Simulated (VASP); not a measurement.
# CdS (Fm-3m) in VASP: notebook

Runs on CdS. Level: PBEsol. Tasks: single point.

Everything below comes from runs of VASP 6.6.1. Logs are shortened: lines on timing, memory, paths and dates and some standing lists are left out, and cuts for length are marked.

## 1. The cell of the first run

Symmetry: Fm-3m, No. 225, cubic system. Conventional cell: a = 5.470 Å, b = 5.470 Å, c = 5.470 Å, α = 90.00°, β = 90.00°, γ = 90.00°. Within 3.6 Å of Cd (site symmetry m-3m) lie 6 S at 2.73 Å. S (site symmetry m-3m) has 6 Cd at 2.73 Å within 3.6 Å.

## 2. Single point, PBEsol

Contents of INCAR:

```
SYSTEM = CdS
ALGO     = Normal         ! electronic algorithm
EDIFF    = 1E-6           ! SCF threshold, eV
ENCUT    = 520            ! plane-wave cutoff, eV
GGA      = PS             ! functional
ISIF     = 2              ! what is computed and relaxed
ISMEAR   = -1             ! smearing method
LASPH    = .TRUE.         ! aspherical terms in the spheres
LCHARG   = .TRUE.         ! write CHGCAR
LELF     = .TRUE.         ! ELF
LREAL    = .FALSE.        ! projectors in reciprocal space
LVHAR    = .TRUE.       
LWAVE    = .FALSE.        ! write WAVECAR
NBANDS   = 16             ! bands
NELM     = 80             ! most SCF steps
PREC     = Accurate       ! precision mode
SIGMA    = 0.05           ! smearing width, eV
```

Contents of KPOINTS:

```
k-points
0
G
  8 8 8
  0 0 0
```

Contents of POSCAR:

```
CdS
1.0
    0.0000000000      2.7347652956      2.7347652956
    2.7347652956      0.0000000000      2.7347652956
    2.7347652956      2.7347652956      0.0000000000
Cd S
1 1
Direct
    0.0000000000      0.0000000000      0.0000000000
    0.5000000000      0.5000000000      0.5000000000
```

Potentials or basis: VASP PAW PBE potentials, release 64 (Cd, S).

Command:

```bash
$ cat potpaw_PBE.64/Cd/POTCAR potpaw_PBE.64/S/POTCAR > POTCAR
$ mpirun -np 1 vasp_std > vasp.out
```

OUTCAR:

```text
SYSTEM = CdS
   EDIFF = 1E-6
   ENCUT = 520
   GGA = PS
   ISIF = 2
   ISMEAR = -1
   LASPH = .TRUE.
   LREAL = .FALSE.
   NELM = 80
   PREC = Accurate

 ion  position               nearest neighbor table
   1  0.000  0.000  0.000-   2 2.73   2 2.73   2 2.73   2 2.73   2 2.73   2 2.73
   2  0.500  0.500  0.500-   1 2.73   1 2.73   1 2.73   1 2.73   1 2.73   1 2.73

  LATTYP: Found a face centered cubic cell.
 ALAT       =     5.4695305912

  Lattice vectors:

 A1 = (   0.0000000000,   2.7347652956,   2.7347652956)
 A2 = (   2.7347652956,   0.0000000000,   2.7347652956)
 A3 = (   2.7347652956,   2.7347652956,   0.0000000000)

Analysis of symmetry for initial positions (statically):
=====================================================================
 Subroutine PRICEL returns:
 Original cell was already a primitive cell.

 Routine SETGRP: Setting up the symmetry group for a
 face centered cubic supercell.

 Subroutine GETGRP returns: Found 48 space group operations
[... 9 lines left out ...]

 Routine SETGRP: Setting up the symmetry group for a
 face centered cubic supercell.

 Subroutine GETGRP returns: Found 48 space group operations
[... 11 lines left out ...]
                                     Primitive cell

  volume of cell :      40.9063

  direct lattice vectors                    reciprocal lattice vectors
     0.000000000  2.734765296  2.734765296    -0.182831046  0.182831046  0.182831046
     2.734765296  0.000000000  2.734765296     0.182831046 -0.182831046  0.182831046
     2.734765296  2.734765296  0.000000000     0.182831046  0.182831046 -0.182831046

  length of vectors
     3.867542171  3.867542171  3.867542171     0.316672661  0.316672661  0.316672661

  position of ions in fractional coordinates (direct lattice)
     0.000000000  0.000000000  0.000000000
     0.500000000  0.500000000  0.500000000

  ion indices of the primitive-cell ions
   primitive index   ion index
                 1           1
                 2           2

----------------------------------------------------------------------------------------

 KPOINTS: k-points

Automatic generation of k-mesh.
 Grid dimensions read from file:
 generate k-points for:    8    8    8

 Generating k-lattice:

  Cartesian coordinates                     Fractional coordinates (reciprocal lattice)
    -0.022853881  0.022853881  0.022853881     0.125000000  0.000000000  0.000000000
     0.022853881 -0.022853881  0.022853881     0.000000000  0.125000000  0.000000000
     0.022853881  0.022853881 -0.022853881     0.000000000  0.000000000  0.125000000

  Length of vectors
     0.039584083  0.039584083  0.039584083

  Shift w.r.t. Gamma in fractional coordinates (k-lattice)
     0.000000000  0.000000000  0.000000000

 Subroutine IBZKPT returns following result:
 ===========================================

 Found     29 irreducible k-points:

 Following reciprocal coordinates:
            Coordinates               Weight
  0.000000  0.000000  0.000000      1.000000
  0.125000  0.000000  0.000000      8.000000
  0.250000  0.000000  0.000000      8.000000
  0.375000  0.000000  0.000000      8.000000
  0.500000  0.000000  0.000000      4.000000
  0.125000  0.125000  0.000000      6.000000
[... 16 lines left out ...]
  0.500000  0.250000  0.125000     48.000000
 -0.375000  0.250000  0.125000     24.000000
 [... further k-points ...]
   k-points           NKPTS =     29   k-points in BZ     NKDIM =     29   number of bands    NBANDS=     16
   number of dos      NEDOS =    301   number of ions     NIONS =      2
   total plane-waves  NPLWV =  27000
   dimension x,y,z NGX =    30 NGY =   30 NGZ =   30
   dimension x,y,z NGXF=    60 NGYF=   60 NGZF=   60
   ions per type =               1   1
   NGX,Y,Z   is equivalent  to a cutoff of  12.90, 12.90, 12.90 a.u.
   NGXF,Y,Z  is equivalent  to a cutoff of  25.79, 25.79, 25.79 a.u.
 SYSTEM =  CdS
   PREC   = accura    normal or accurate (medium, high low for compatibility)
   ISTART =      0    job   : 0-new  1-cont  2-samecut
   ICHARG =      2    charge: 1-file 2-atom 10-const
   ISPIN  =      1    spin polarized calculation?
   LNONCOLLINEAR =      F non collinear calculations
   LSORBIT =      F    spin-orbit coupling
   LASPH  =      T    aspherical Exc in radial PAW
   ENCUT  =  520.0 eV  38.22 Ry    6.18 a.u.   7.19  7.19  7.19*2*pi/ulx,y,z
   NELM   =     80;   NELMIN=  2; NELMDL= -5     # of ELM steps
   EDIFF  = 0.1E-05   stopping-criterion for ELM
   LREAL  =      F    real-space projection
   EDIFFG = 0.1E-04   stopping-criterion for IOM
   NSW    =      0    number of steps for IOM
   IBRION =     -1    ionic relax: 0-MD 1-quasi-New 2-CG
   NFREE  =      0    steps in history (QN), initial steepest desc. (CG)
   ISIF   =      2    stress and relaxation
   ISYM   =      2    0-nonsym 1-usesym 2-fastsym
   POTIM  = 0.5000    time-step for ionic-motion
   TEBEG  =    0.0;   TEEND  =   0.0 temperature during run
   PSTRESS=    0.0 pullay stress
   NELECT =      18.0000    total number of electrons
   NUPDOWN=      -1.0000    fix difference up-down
   EMIN   =  10.00;   EMAX   =-10.00  energy-range for DOS
   EFERMI =   0.00;   METHOD = LEGACY
   ISMEAR =    -1;   SIGMA  =   0.05  broadening in eV -4-tet -1-fermi 0-gaus
   EFERMI_NEDOS =   21; number of points for ismear=-14 and -15
   IALGO  =     38    algorithm
   IMIX   =      4    mixing-type and parameters
     AMIX     =   0.40;   BMIX     =  1.00
     AMIX_MAG =   1.60;   BMIX_MAG =  1.00
  volume/ion in A,a.u.               =      20.45       138.02
  Fermi-wavevector in a.u.,A,eV,Ry     =   1.245190  2.353068 21.095806  1.550498
  Thomas-Fermi vector in A             =   2.379423
   LORBIT       =      0    0 simple, 1 ext, 2 COOP (PROOUT), +10 PAW based schemes
   GGA     = PS    functional components
   LHFCALC =     F    Hartree Fock is set to
   AEXX    =    0.0000 exact exchange contribution
   IVDW    =     0    specifies the selected vdW correction
   LEPSILON=     F    determine dielectric tensor
   LRPA    =     F    only Hartree local field effects (RPA)
 non-spin polarized calculation
  energy-cutoff  :      520.00
  volume of cell :       40.91
 maximum number of plane-waves:      1124
 NGX is ok and might be reduce to    30
   NGX = 15   NGY = 15   NGZ = 15

 number of electron      18.0000004 magnetization

 Free energy of the ion-electron system (eV)
  ---------------------------------------------------
  ext. energy  EPLUGINS =         0.00000000
  ---------------------------------------------------
  free energy    TOTEN  =        -6.63643797 eV

  energy without entropy =       -6.63454789  energy(sigma->0) =       -6.63549293

 E-fermi :   2.9581     XC(G=0): -10.6078

 val. band max:        2.9463279659   @ k =   0.5000   0.5000   0.0000
 cond. band min:       3.6060254124   @ k =   0.0000   0.0000   0.0000
 fundamental gap:      0.6596974465
 Fermi energy:         2.9581047122

 k-point     1 :       0.0000    0.0000    0.0000
  band No.  band energies     occupation
      1     -10.0143      2.00000
      2      -4.7808      2.00000
      3      -4.7808      2.00000
      4      -4.7784      2.00000
      5      -4.7784      2.00000
      6      -4.7784      2.00000
[... 8 lines left out ...]
     15      14.1265      0.00000
     16      14.1265      0.00000

 k-point     2 :       0.1250    0.0000    0.0000
  band No.  band energies     occupation
      1      -9.8781      2.00000
      2      -4.8290      2.00000
      3      -4.8290      2.00000
      4      -4.7943      2.00000
      5      -4.7485      2.00000
      6      -4.7485      2.00000
[... 8 lines left out ...]
     15      13.0136      0.00000
     16      13.7671      0.00000

 k-point     3 :       0.2500    0.0000    0.0000
  band No.  band energies     occupation
      1      -9.5121      2.00000
      2      -4.9419      2.00000
      3      -4.9419      2.00000
      4      -4.8541      2.00000
      5      -4.6744      2.00000
      6      -4.6744      2.00000
[... 8 lines left out ...]
     15      13.5932      0.00000
     16      13.5932      0.00000

 k-point     4 :       0.3750    0.0000    0.0000
  band No.  band energies     occupation
      1      -9.0704      2.00000
      2      -5.0498      2.00000
      3      -5.0498      2.00000
      4      -4.9735      2.00000
      5      -4.5986      2.00000
      6      -4.5986      2.00000
[... 8 lines left out ...]
     15      14.8682      0.00000
     16      14.8682      0.00000

 k-point     5 :       0.5000    0.0000    0.0000
  band No.  band energies     occupation
      1      -8.8531      2.00000
      2      -5.0931      2.00000
      3      -5.0931      2.00000
      4      -5.0582      2.00000
      5      -4.5668      2.00000
      6      -4.5668      2.00000
[... 8 lines left out ...]
     15      15.7949      0.00000
     16      15.7949      0.00000

 k-point     6 :       0.1250    0.1250    0.0000
  band No.  band energies     occupation
      1      -9.8394      2.00000
      2      -4.8817      2.00000
      3      -4.8025      2.00000
      4      -4.7644      2.00000
      5      -4.7490      2.00000
      6      -4.7490      2.00000
[... 8 lines left out ...]
     15      15.2101      0.00000
     16      15.2996      0.00000
[... 267 lines left out ...]
 k-point    21 :       0.5000    0.5000    0.0000
  band No.  band energies     occupation
      1      -9.0881      2.00000
      2      -4.9430      2.00000
      3      -4.6681      2.00000
      4      -4.4986      2.00000
      5      -4.4986      2.00000
      6      -3.8145      2.00000
[... 8 lines left out ...]
     15      17.2517      0.00000
     16      17.4813      0.00000

 k-point    22 :       0.3750    0.2500    0.1250
  band No.  band energies     occupation
      1      -9.3081      2.00000
      2      -4.9765      2.00000
      3      -4.8766      2.00000
      4      -4.8453      2.00000
      5      -4.6576      2.00000
      6      -4.5850      2.00000
[... 8 lines left out ...]
     15      15.9287      0.00000
     16      16.6591      0.00000

 k-point    23 :       0.5000    0.2500    0.1250
  band No.  band energies     occupation
      1      -9.0216      2.00000
      2      -4.9727      2.00000
      3      -4.9218      2.00000
      4      -4.8431      2.00000
      5      -4.5936      2.00000
      6      -4.5013      2.00000
[... 8 lines left out ...]
     15      16.3873      0.00000
     16      16.8859      0.00000

 k-point    24 :      -0.3750    0.2500    0.1250
  band No.  band energies     occupation
      1      -8.8944      2.00000
      2      -5.0155      2.00000
      3      -4.8863      2.00000
      4      -4.8353      2.00000
      5      -4.5557      2.00000
      6      -4.4640      2.00000
[... 8 lines left out ...]
     15      15.0585      0.00000
     16      17.2323      0.00000

 [... further k-points ...]
[... 5 lines left out ...]
  --------------------------------------------------------------------------------------
  -------------------------------------------------------------------------------------
  Total       -0.6648935     -0.6648935     -0.6648935     -0.0000000     -0.0000000      0.0000000
  in kB      -26.0418905    -26.0418905    -26.0418905     -0.0000000     -0.0000000      0.0000000
  external PRESSURE =     -26.0418905 kB  Pullay stress =       0.0000000 kB

 VOLUME and BASIS-vectors are now :
 -----------------------------------------------------------------------------
  energy-cutoff  :      520.00
  volume of cell :       40.91
      direct lattice vectors                 reciprocal lattice vectors
     0.000000000  2.734765296  2.734765296    -0.182831046  0.182831046  0.182831046
     2.734765296  0.000000000  2.734765296     0.182831046 -0.182831046  0.182831046
     2.734765296  2.734765296  0.000000000     0.182831046  0.182831046 -0.182831046

 POSITION                                       TOTAL-FORCE (eV/Angst)
 -----------------------------------------------------------------------------------
      0.00000      0.00000      0.00000        -0.000000      0.000000     -0.000000
      2.73477      2.73477      2.73477         0.000000      0.000000      0.000000
 -----------------------------------------------------------------------------------
    total drift:                               -0.000000      0.000000      0.000000

  FREE ENERGIE OF THE ION-ELECTRON SYSTEM (eV)
  ---------------------------------------------------
  free  energy   TOTEN  =        -6.6364379659 eV

  energy  without entropy=       -6.6345478938  energy(sigma->0) =       -6.63549293
```

It took 36 s on 1 thread of Intel Xeon 8259CL, shared host; peak memory 0.17 GiB.

Results:

```
Free energy : -6.6364 eV
Pressure    : -2.6 GPa
```

Caveat: the PAW data sets were made with another functional, which shifts forces and pressure a little.

## 3. Single point, PBEsol

This run uses another cell than the first one, of 21.29 Å³/atom, 1.041 times its volume.

Contents of INCAR:

```
ALGO = Normal
EDIFF = 1E-7
ENCUT = 520
GGA = PS
ISIF = 2
ISMEAR = -1
LASPH = True
LCHARG = False
LREAL = False
LWAVE = False
NBANDS = 16
NELM = 80
PREC = Accurate
SIGMA = 0.05
```

Contents of KPOINTS:

```
k-points
0
Gamma
  8 8 8
```

Contents of POSCAR:

```
CdS
1.0
    0.0000000000      2.7714779354      2.7714779354
    2.7714779354      0.0000000000      2.7714779354
    2.7714779354      2.7714779354      0.0000000000
Cd S
1 1
Direct
    0.0000000000      0.0000000000      0.0000000000
    0.5000000000      0.5000000000      0.5000000000
```

Potentials or basis: VASP PAW PBE potentials, release 64 (Cd, S).

Command:

```bash
$ cat potpaw_PBE.64/Cd/POTCAR potpaw_PBE.64/S/POTCAR > POTCAR
$ mpirun -np 1 vasp_std > vasp.out
```

OUTCAR:

```text
EDIFF = 1E-7
   ENCUT = 520
   GGA = PS
   ISIF = 2
   ISMEAR = -1
   LASPH = True
   LREAL = False
   NELM = 80
   PREC = Accurate

 ion  position               nearest neighbor table
   1  0.000  0.000  0.000-   2 2.77   2 2.77   2 2.77   2 2.77   2 2.77   2 2.77
   2  0.500  0.500  0.500-   1 2.77   1 2.77   1 2.77   1 2.77   1 2.77   1 2.77

  LATTYP: Found a face centered cubic cell.
 ALAT       =     5.5429558708

  Lattice vectors:

 A1 = (   0.0000000000,   2.7714779354,   2.7714779354)
 A2 = (   2.7714779354,   0.0000000000,   2.7714779354)
[... 625 lines left out ...]
      4      -5.1265      2.00000
      5      -4.8862      2.00000
      6      -4.8029      2.00000
[... 8 lines left out ...]
     15      14.4648      0.00000
     16      16.6553      0.00000

 [... further k-points ...]
[... 5 lines left out ...]
  --------------------------------------------------------------------------------------
  -------------------------------------------------------------------------------------
  Total       -1.3745292     -1.3745292     -1.3745292      0.0000000      0.0000000     -0.0000000
  in kB      -51.7249730    -51.7249730    -51.7249730      0.0000000      0.0000000     -0.0000000
  external PRESSURE =     -51.7249730 kB  Pullay stress =       0.0000000 kB

 VOLUME and BASIS-vectors are now :
 -----------------------------------------------------------------------------
  energy-cutoff  :      520.00
  volume of cell :       42.58
      direct lattice vectors                 reciprocal lattice vectors
     0.000000000  2.771477935  2.771477935    -0.180409158  0.180409158  0.180409158
     2.771477935  0.000000000  2.771477935     0.180409158 -0.180409158  0.180409158
     2.771477935  2.771477935  0.000000000     0.180409158  0.180409158 -0.180409158

 POSITION                                       TOTAL-FORCE (eV/Angst)
 -----------------------------------------------------------------------------------
      0.00000      0.00000      0.00000        -0.000000      0.000000     -0.000000
      2.77148      2.77148      2.77148         0.000000      0.000000      0.000000
 -----------------------------------------------------------------------------------
    total drift:                               -0.000000      0.000000      0.000000

  FREE ENERGIE OF THE ION-ELECTRON SYSTEM (eV)
  ---------------------------------------------------
  free  energy   TOTEN  =        -6.5957655805 eV

  energy  without entropy=       -6.5938421550  energy(sigma->0) =       -6.59480387
```

It took 38 s on 1 thread of Intel Xeon 8259CL, shared host; peak memory 0.17 GiB.

What came out:

| Property | Result |
| --- | --- |
| Free energy | -6.5958 eV |
| Pressure | -5.2 GPa |

Levels at points of the mesh, in eV from the Fermi level:
```tsv
k point	band 6	band 7	band 8	band 9	band 10	band 11	band 12	band 13
(0.00, 0.00, 0.00)	-7.66	-0.82	-0.82	-0.82	0.47	8.99	8.99	8.99
(0.50, 0.00, 0.00)	-7.47	-4.87	-0.15	-0.15	3.24	5.67	5.67	6.28
(0.50, 0.50, 0.00)	-6.80	-4.20	-2.17	-2.17	-0.01	5.81	9.32	10.71
```

Caveat: the PAW data sets were made with another functional, which shifts forces and pressure a little.
